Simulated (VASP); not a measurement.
Here is a VASP 6.6.1 calculation.

File INCAR:

```
SYSTEM = Os
PREC = Accurate
ENCUT = 600
EDIFF = 1E-7
ISMEAR = -1
SIGMA = 0.1
LREAL = .False.
LASPH = .True.
NELM = 100
ALGO = Normal
ISIF = 3
LWAVE = .False.
LCHARG = .False.
GGA = PE
IBRION = 2
NSW = 80
EDIFFG = -0.01
```

KPOINTS

```
regular mesh
0
Gamma
  19 19 19
  0 0 0
```

The input POSCAR:

```
Os
1.0
    1.5200000000      1.5200000000      1.5200000000
   -1.5200000000      1.5200000000      1.5200000000
   -1.5200000000     -1.5200000000      1.5200000000
Os
1
Direct
    0.0000000000      0.0000000000      0.0000000000
```

Potentials or basis: VASP PAW PBE potentials, release 64 (Os).

Command:

```console
$ cat potpaw_PBE.64/Os/POTCAR > POTCAR
$ mpirun -np 1 vasp_std > vasp.out
```

(1) Estimate the band gap on the k mesh.

(2) What does it give for the relaxed cell?

(3) Predict the space group after relaxing (to 0.05 Å).

(4) What does it give for the relaxed volume?

Answers

(1) zero (band 4 reaches 11.07 eV, above the bottom of band 5 at 6.68 eV).

(2) a = 2.679 Å, b = 2.679 Å, c = 2.679 Å, α = 70.53°, β = 109.47°, γ = 70.53°.

(3) Im-3m (No. 229).

(4) 14.79 Å³/atom.

Caveat: spin-orbit coupling is left out, which moves the levels of the heavy elements.
